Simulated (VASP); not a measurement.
# HgTe (I-4m2) in VASP: notebook, part 2 of 2

VASP 6.6.1. Earlier steps stand in the parts before.

### 4 Single point, LDA

Input file INCAR:

```
  PREC = Accurate
  ENCUT = 520
  EDIFF = 1E-7
  ISMEAR = -1
  SIGMA = 0.05
  LREAL = F
  LASPH = T
  NELM = 60
  ALGO = Normal
  ISIF = 2
  LWAVE = F
  LCHARG = F
  GGA = CA
  NBANDS = 16
```

Input file KPOINTS:

```
Automatic mesh
0
Gamma
  10 10 10
```

Input file POSCAR:

```
HgTe
1.0
   -3.0456030000      3.0456030000      1.5594100000
    3.0456030000     -3.0456030000      1.5594100000
    3.0456030000      3.0456030000     -1.5594100000
Hg Te
1 1
Direct
    0.7500000000      0.2500000000      0.5000000000
    0.0000000000      0.0000000000      0.0000000000
```

Potentials or basis: VASP PAW LDA potentials, release 64 (Hg, Te).

Command:

```console
cat potpaw_LDA.64/Hg/POTCAR potpaw_LDA.64/Te/POTCAR > POTCAR
mpirun -np 1 vasp_std > vasp.out
```

OUTCAR:

```text
PREC = Accurate
   ENCUT = 520
   EDIFF = 1E-7
   ISMEAR = -1
   LREAL = F
   LASPH = T
   NELM = 60
   ISIF = 2
   GGA = CA

 ion  position               nearest neighbor table
   1  0.750  0.250  0.500-   2 3.14   2 3.14   2 3.14   2 3.14
   2  0.000  0.000  0.000-   1 3.14   1 3.14   1 3.14   1 3.14

  LATTYP: Found a body centered tetragonal cell.
 ALAT       =     6.0912060000
 C/A-ratio  =     0.5120201156

  Lattice vectors:

 A1 = (  -3.0456030000,   3.0456030000,   1.5594100000)
 A2 = (   3.0456030000,  -3.0456030000,   1.5594100000)
 A3 = (   3.0456030000,   3.0456030000,  -1.5594100000)

Analysis of symmetry for initial positions (statically):
=====================================================================
 Subroutine PRICEL returns:
 Original cell was already a primitive cell.

 Routine SETGRP: Setting up the symmetry group for a
 body centered tetragonal supercell.

 Subroutine GETGRP returns: Found  8 space group operations
 (whereof  8 operations were pure point group operations)
 out of a pool of 16 trial point group operations.

The static configuration has the point symmetry D_2d.

Analysis of symmetry for dynamics (positions and initial velocities):
=====================================================================
 Subroutine PRICEL returns:
 Original cell was already a primitive cell.

 Routine SETGRP: Setting up the symmetry group for a
 body centered tetragonal supercell.

 Subroutine GETGRP returns: Found  8 space group operations
 (whereof  8 operations were pure point group operations)
 out of a pool of 16 trial point group operations.

The dynamic configuration has the point symmetry D_2d.

 Subroutine INISYM returns: Found  8 space group operations
 (whereof  8 operations are pure point group operations),
 and found     1 'primitive' translations

----------------------------------------------------------------------------------------

                                     Primitive cell

  volume of cell :      57.8585

  direct lattice vectors                    reciprocal lattice vectors
    -3.045603000  3.045603000  1.559410000     0.000000000  0.164171102  0.320634086
     3.045603000 -3.045603000  1.559410000     0.164171102  0.000000000  0.320634086
     3.045603000  3.045603000 -1.559410000     0.164171102  0.164171102  0.000000000

  length of vectors
     4.580737366  4.580737366  4.580737366     0.360219888  0.360219888  0.232172999

  position of ions in fractional coordinates (direct lattice)
     0.750000000  0.250000000  0.500000000
     0.000000000  0.000000000  0.000000000

  ion indices of the primitive-cell ions
   primitive index   ion index
                 1           1
                 2           2

----------------------------------------------------------------------------------------

 KPOINTS: Automatic mesh

Automatic generation of k-mesh.
 Grid dimensions read from file:
 generate k-points for:   10   10   10

 Generating k-lattice:

  Cartesian coordinates                     Fractional coordinates (reciprocal lattice)
     0.000000000  0.016417110  0.032063409     0.100000000 -0.000000000  0.000000000
     0.016417110  0.000000000  0.032063409    -0.000000000  0.100000000  0.000000000
     0.016417110  0.016417110  0.000000000     0.000000000  0.000000000  0.100000000

  Length of vectors
     0.036021989  0.036021989  0.023217300

  Shift w.r.t. Gamma in fractional coordinates (k-lattice)
     0.000000000  0.000000000  0.000000000

 Subroutine IBZKPT returns following result:
 ===========================================

 Found    102 irreducible k-points:

 Following reciprocal coordinates:
            Coordinates               Weight
  0.000000  0.000000  0.000000      1.000000
  0.100000  0.000000  0.000000      8.000000
  0.200000  0.000000  0.000000      8.000000
  0.300000  0.000000  0.000000      8.000000
  0.400000  0.000000  0.000000      8.000000
  0.500000  0.000000  0.000000      4.000000
[... 16 lines left out ...]
  0.300000  0.300000  0.000000      8.000000
  0.400000  0.300000  0.000000     16.000000
 [... further k-points ...]
   k-points           NKPTS =    102   k-points in BZ     NKDIM =    102   number of bands    NBANDS=     16
   number of dos      NEDOS =    301   number of ions     NIONS =      2
   total plane-waves  NPLWV =  46656
   dimension x,y,z NGX =    36 NGY =   36 NGZ =   36
   dimension x,y,z NGXF=    72 NGYF=   72 NGZF=   72
   ions per type =               1   1
   NGX,Y,Z   is equivalent  to a cutoff of  13.07, 13.07, 13.07 a.u.
   NGXF,Y,Z  is equivalent  to a cutoff of  26.13, 26.13, 26.13 a.u.
 SYSTEM =  unknown system
   PREC   = accura    normal or accurate (medium, high low for compatibility)
   ISTART =      0    job   : 0-new  1-cont  2-samecut
   ICHARG =      2    charge: 1-file 2-atom 10-const
   ISPIN  =      1    spin polarized calculation?
   LNONCOLLINEAR =      F non collinear calculations
   LSORBIT =      F    spin-orbit coupling
   LASPH  =      T    aspherical Exc in radial PAW
   ENCUT  =  520.0 eV  38.22 Ry    6.18 a.u.   8.52  8.52  8.52*2*pi/ulx,y,z
   NELM   =     60;   NELMIN=  2; NELMDL= -5     # of ELM steps
   EDIFF  = 0.1E-06   stopping-criterion for ELM
   LREAL  =      F    real-space projection
   EDIFFG = 0.1E-05   stopping-criterion for IOM
   NSW    =      0    number of steps for IOM
   IBRION =     -1    ionic relax: 0-MD 1-quasi-New 2-CG
   NFREE  =      0    steps in history (QN), initial steepest desc. (CG)
   ISIF   =      2    stress and relaxation
   ISYM   =      2    0-nonsym 1-usesym 2-fastsym
   POTIM  = 0.5000    time-step for ionic-motion
   TEBEG  =    0.0;   TEEND  =   0.0 temperature during run
   PSTRESS=    0.0 pullay stress
   NELECT =      18.0000    total number of electrons
   NUPDOWN=      -1.0000    fix difference up-down
   EMIN   =  10.00;   EMAX   =-10.00  energy-range for DOS
   EFERMI =   0.00;   METHOD = LEGACY
   ISMEAR =    -1;   SIGMA  =   0.05  broadening in eV -4-tet -1-fermi 0-gaus
   EFERMI_NEDOS =   21; number of points for ismear=-14 and -15
   IALGO  =     38    algorithm
   IMIX   =      4    mixing-type and parameters
     AMIX     =   0.40;   BMIX     =  1.00
     AMIX_MAG =   1.60;   BMIX_MAG =  1.00
  volume/ion in A,a.u.               =      28.93       195.22
  Fermi-wavevector in a.u.,A,eV,Ry     =   1.109286  2.096246 16.742166  1.230515
  Thomas-Fermi vector in A             =   2.245823
   LORBIT       =      0    0 simple, 1 ext, 2 COOP (PROOUT), +10 PAW based schemes
   GGA     = CA    functional components
   LHFCALC =     F    Hartree Fock is set to
   AEXX    =    0.0000 exact exchange contribution
   IVDW    =     0    specifies the selected vdW correction
   LEPSILON=     F    determine dielectric tensor
   LRPA    =     F    only Hartree local field effects (RPA)
 non-spin polarized calculation
  energy-cutoff  :      520.00
  volume of cell :       57.86
 maximum number of plane-waves:      1572
 NGX is ok and might be reduce to    36
   NGX = 17   NGY = 17   NGZ = 17

 number of electron      18.0000002 magnetization

 Free energy of the ion-electron system (eV)
  ---------------------------------------------------
  ext. energy  EPLUGINS =         0.00000000
  ---------------------------------------------------
  free energy    TOTEN  =        -4.68325644 eV

  energy without entropy =       -4.67297884  energy(sigma->0) =       -4.67811764

 E-fermi :   4.1887     XC(G=0): -10.0936

 val. band max:        4.1764109801   @ k =   0.2000   0.1000  -0.0000
 cond. band min:       4.2161781301   @ k =  -0.4000   0.5000   0.1000
 fundamental gap:      0.0397671501
 Fermi energy:         4.1886563487

 k-point     1 :       0.0000    0.0000    0.0000
  band No.  band energies     occupation
      1      -8.2168      2.00000
      2      -3.2067      2.00000
      3      -2.4892      2.00000
      4      -2.4130      2.00000
      5      -1.9776      2.00000
      6      -1.9776      2.00000
[... 8 lines left out ...]
     15      14.2912      0.00000
     16      15.3237      0.00000

 k-point     2 :       0.1000    0.0000    0.0000
  band No.  band energies     occupation
      1      -8.0586      2.00000
      2      -3.0562      2.00000
      3      -2.4684      2.00000
      4      -2.4250      2.00000
      5      -2.0609      2.00000
      6      -2.0587      2.00000
[... 8 lines left out ...]
     15      14.5237      0.00000
     16      14.6641      0.00000
[... 387 lines left out ...]
      5      -2.2241      2.00000
      6      -2.0310      2.00000
[... 8 lines left out ...]
     15      13.5141      0.00000
     16      14.4389      0.00000

 k-point    24 :       0.4000    0.3000    0.0000
  band No.  band energies     occupation
      1      -6.6242      2.00000
      2      -2.5977      2.00000
      3      -2.5318      2.00000
      4      -2.3260      2.00000
      5      -2.2506      2.00000
      6      -2.2371      2.00000
[... 8 lines left out ...]
     15      14.0739      0.00000
     16      15.2285      0.00000

 [... further k-points ...]
[... 5 lines left out ...]
  --------------------------------------------------------------------------------------
  -------------------------------------------------------------------------------------
  Total       -2.1778500     -2.1778500     -0.7202662      0.0000000      0.0000000      0.0000000
  in kB      -60.3075459    -60.3075459    -19.9451229      0.0000000      0.0000000      0.0000000
  external PRESSURE =     -46.8534049 kB  Pullay stress =       0.0000000 kB

 VOLUME and BASIS-vectors are now :
 -----------------------------------------------------------------------------
  energy-cutoff  :      520.00
  volume of cell :       57.86
      direct lattice vectors                 reciprocal lattice vectors
    -3.045603000  3.045603000  1.559410000     0.000000000  0.164171102  0.320634086
     3.045603000 -3.045603000  1.559410000     0.164171102  0.000000000  0.320634086
     3.045603000  3.045603000 -1.559410000     0.164171102  0.164171102  0.000000000

 POSITION                                       TOTAL-FORCE (eV/Angst)
 -----------------------------------------------------------------------------------
      0.00000      3.04560      0.77970        -0.000000     -0.000000     -0.000000
      0.00000      0.00000      0.00000         0.000000      0.000000      0.000000
 -----------------------------------------------------------------------------------
    total drift:                               -0.000000      0.000000     -0.000000

  FREE ENERGIE OF THE ION-ELECTRON SYSTEM (eV)
  ---------------------------------------------------
  free  energy   TOTEN  =        -4.6832564439 eV

  energy  without entropy=       -4.6729788357  energy(sigma->0) =       -4.67811764
```

OSZICAR:

```text
N       E                     dE             d eps       ncg     rms          rms(c)
DAV:   1     0.981603615541E+02    0.98160E+02   -0.77824E+03  3264   0.970E+02
DAV:   2    -0.178319405075E+01   -0.99944E+02   -0.92405E+02  3816   0.228E+02
DAV:   3    -0.484313717271E+01   -0.30599E+01   -0.30512E+01  4128   0.399E+01
DAV:   4    -0.485724523131E+01   -0.14108E-01   -0.14107E-01  4096   0.293E+00
DAV:   5    -0.485742217119E+01   -0.17694E-03   -0.17694E-03  4224   0.334E-01    0.723E+00
DAV:   6    -0.469187817215E+01    0.16554E+00   -0.34229E-01  3856   0.718E+00    0.504E+00
DAV:   7    -0.468514594233E+01    0.67322E-02   -0.35479E-02  3840   0.136E+00    0.187E+00
DAV:   8    -0.468332103832E+01    0.18249E-02   -0.33682E-03  3832   0.587E-01    0.249E-01
DAV:   9    -0.468325226219E+01    0.68776E-04   -0.20919E-04  4256   0.135E-01    0.808E-02
DAV:  10    -0.468325596718E+01   -0.37050E-05   -0.15484E-05  3936   0.339E-02    0.353E-02
DAV:  11    -0.468325645182E+01   -0.48464E-06   -0.33092E-06  4248   0.170E-02    0.407E-03
DAV:  12    -0.468325644394E+01    0.78826E-08   -0.25183E-07  3808   0.389E-03
   1 F= -.46832564E+01 E0= -.46781176E+01  d E =-.102776E-01
```

stdout:

```text
POSCAR found type information on POSCAR HgTe
 POSCAR found :  2 types and       2 ions
 scaLAPACK will be used
 LDA part: xc-table for (Slater(with rela. corr.)+CA(PZ))
 , standard interpolation
 POSCAR, INCAR and KPOINTS ok, starting setup
 FFT: planning ... GRIDC
 FFT: planning ... GRID_SOFT
 FFT: planning ... GRID
 WAVECAR not read
 entering main loop
```

Run time: 66 s. Hardware: 1 thread of Intel Xeon Platinum 8259CL at 2.50GHz (Skylake/Cascade Lake), shared host; peak memory 0.24 GiB.

What came out:

| Quantity | Value |
| --- | --- |
| Free energy | -4.6833 eV |
| Pressure | -4.7 GPa |
| Band gap on the k mesh | zero (band 9 reaches 5.69 eV, above the bottom of band 10 at 2.32 eV) |

Levels at points of the mesh, in eV from the Fermi level:
```
           k point  band 5  band 6  band 7  band 8  band 9  band 10  band 11  band 12  band 13  band 14
(0.00, 0.00, 0.00)   -6.17   -6.17   -3.48   -2.37   -2.37     3.50     4.66     6.87     6.87     9.12
(0.50, 0.00, 0.00)   -6.39   -6.16   -4.46   -1.90   -1.03    -0.14     3.19     3.84     5.88     8.12
(0.50, 0.50, 0.00)   -6.14   -6.11   -6.05   -0.82    1.51     1.96     2.88     3.45     8.83    10.38
(0.50, 0.50, 0.50)   -6.14   -6.11   -4.39   -4.26   -4.26     3.17     7.35     7.99     7.99    11.78
```

Caveat: spin-orbit coupling is left out, which moves the levels of the heavy elements.

### 5 Single point, PBEsol

Input file INCAR:

```
SYSTEM = HgTe
PREC = Accurate
ENCUT = 520
EDIFF = 1E-6
ISMEAR = -1
SIGMA = 0.05
LREAL = .FALSE.
LASPH = .TRUE.
NELM = 60
ALGO = Normal
ISIF = 2
LWAVE = .FALSE.
LCHARG = .FALSE.
GGA = PS
NBANDS = 16
```

Input file KPOINTS:

```
regular mesh
0
G
  10 10 10
  0 0 0
```

POSCAR is that of step 4.

Potentials or basis: VASP PAW PBE potentials, release 64 (Hg, Te).

Command:

```console
cat potpaw_PBE.64/Hg/POTCAR potpaw_PBE.64/Te/POTCAR > POTCAR
mpirun -np 1 vasp_std > vasp.out
```

Wall time 71 s (1 thread of Intel Xeon Platinum 8259CL at 2.50GHz (Skylake/Cascade Lake), shared host); peak memory 0.26 GiB.

It converged, with:

```
Free energy            : -4.0471 eV
Pressure               : -3.2 GPa
Band gap on the k mesh : zero (band 9 reaches 5.74 eV, above the bottom of band 10 at 2.35 eV)
```

Stress tensor (GPa, compression positive):
```
-4.64  0.00  0.00
 0.00 -4.64  0.00
 0.00  0.00 -0.37
```

Levels at points of the mesh, in eV from the Fermi level:
| k point | band 7 | band 8 | band 9 | band 10 | band 11 | band 12 |
| --- | --- | --- | --- | --- | --- | --- |
| (0.00, 0.00, 0.00) | -3.45 | -2.39 | -2.39 | 3.53 | 4.60 | 6.90 |
| (0.50, 0.00, 0.00) | -4.48 | -1.90 | -1.04 | -0.14 | 3.22 | 3.80 |
| (0.50, 0.50, 0.00) | -6.04 | -0.84 | 1.51 | 1.95 | 2.90 | 3.47 |
| (0.50, 0.50, 0.50) | -4.38 | -4.29 | -4.29 | 3.20 | 7.35 | 8.03 |

Caveat: the PAW data sets were made with another functional, which shifts forces and pressure a little; spin-orbit coupling is left out, which moves the levels of the heavy elements.

### 6 Single point, PBEsol (volume scaled by 0.94)

Input file INCAR:

```
PREC = Accurate ; ENCUT = 520
EDIFF = 1E-6 ; ISMEAR = -1
SIGMA = 0.05 ; LREAL = False
LASPH = True ; NELM = 100
ALGO = Normal ; ISIF = 2
LWAVE = False ; LCHARG = True
GGA = PS ; LELF = True
LVHAR = True ; NBANDS = 16
```

Input file KPOINTS:

```
regular mesh
0
Gamma
  10 10 10
```

Input file POSCAR:

```
HgTe
1.0
   -2.9834303915      2.9834303915      1.5275763738
    2.9834303915     -2.9834303915      1.5275763738
    2.9834303915      2.9834303915     -1.5275763738
Hg Te
1 1
Direct
    0.7500000000      0.2500000000      0.5000000000
    0.0000000000      0.0000000000      0.0000000000
```

Potentials or basis: VASP PAW PBE potentials, release 64 (Hg, Te).

Command:

```console
cat potpaw_PBE.64/Hg/POTCAR potpaw_PBE.64/Te/POTCAR > POTCAR
mpirun -np 1 vasp_std > vasp.out
```

It took 50 s on 1 thread of Intel Xeon 6975P-C (Granite Rapids), shared host; peak memory 0.26 GiB.

The run converged. Its results:

* Free energy: -4.0889 eV
* Pressure: -0.5 GPa
* Band gap on the k mesh: zero (band 9 reaches 6.62 eV, above the bottom of band 10 at 2.88 eV)

Stress tensor (GPa, compression positive):
```
-2.37  0.00  0.00
 0.00 -2.37  0.00
 0.00  0.00  3.12
```

Levels at points of the mesh, in eV from the Fermi level:
| k point | band 5 | band 6 | band 7 | band 8 | band 9 | band 10 | band 11 | band 12 | band 13 | band 14 |
| --- | --- | --- | --- | --- | --- | --- | --- | --- | --- | --- |
| (0.00, 0.00, 0.00) | -6.32 | -6.32 | -3.50 | -2.64 | -2.64 | 3.82 | 4.49 | 7.07 | 7.07 | 9.32 |
| (0.50, 0.00, 0.00) | -6.59 | -6.38 | -4.74 | -2.00 | -1.17 | -0.25 | 3.34 | 3.67 | 5.98 | 8.22 |
| (0.50, 0.50, 0.00) | -6.30 | -6.30 | -6.26 | -0.88 | 1.68 | 1.82 | 2.88 | 3.59 | 9.01 | 10.52 |
| (0.50, 0.50, 0.50) | -6.29 | -6.23 | -4.72 | -4.72 | -4.64 | 3.43 | 7.41 | 8.40 | 8.40 | 12.02 |

Caveat: the PAW data sets were made with another functional, which shifts forces and pressure a little; spin-orbit coupling is left out, which moves the levels of the heavy elements.

### 7 Summary

| level | potentials or basis | cell | smearing | gap on the mesh (eV) | pressure (GPa) |
| --- | --- | --- | --- | --- | --- |
| PBE | VASP PAW PBE potentials, release 64 (Hg, Te) | a = 4.581 Å, angles 96.7, 96.7, 140.2°, 2 atoms | gaussian 0.02 eV | none | 0.1 |
| PBEsol | VASP PAW PBE potentials, release 64 (Hg, Te) | a = 4.581 Å, angles 96.7, 96.7, 140.2°, 2 atoms | gaussian 0.1 eV | none | -3.2 |
| LDA | VASP PAW LDA potentials, release 64 (Hg, Te) | a = 4.581 Å, angles 96.7, 96.7, 140.2°, 2 atoms | fermi-dirac 0.05 eV | none | -4.7 |
| PBEsol | VASP PAW PBE potentials, release 64 (Hg, Te) | a = 4.581 Å, angles 96.7, 96.7, 140.2°, 2 atoms | fermi-dirac 0.05 eV | none | -3.2 |
| PBEsol | VASP PAW PBE potentials, release 64 (Hg, Te) | a = 4.487 Å, angles 96.7, 96.7, 140.2°, 2 atoms | fermi-dirac 0.05 eV | none | -0.5 |

Alike in all rows: task single point; no spin polarisation; k mesh 10 × 10 × 10; cutoff (eV) 520.

Caveats: spin-orbit coupling is left out, which moves the levels of the heavy elements; the PAW data sets were made with another functional, which shifts forces and pressure a little (some runs).

Total energies depend on the potentials used, so only differences within one code and one set of settings carry meaning.
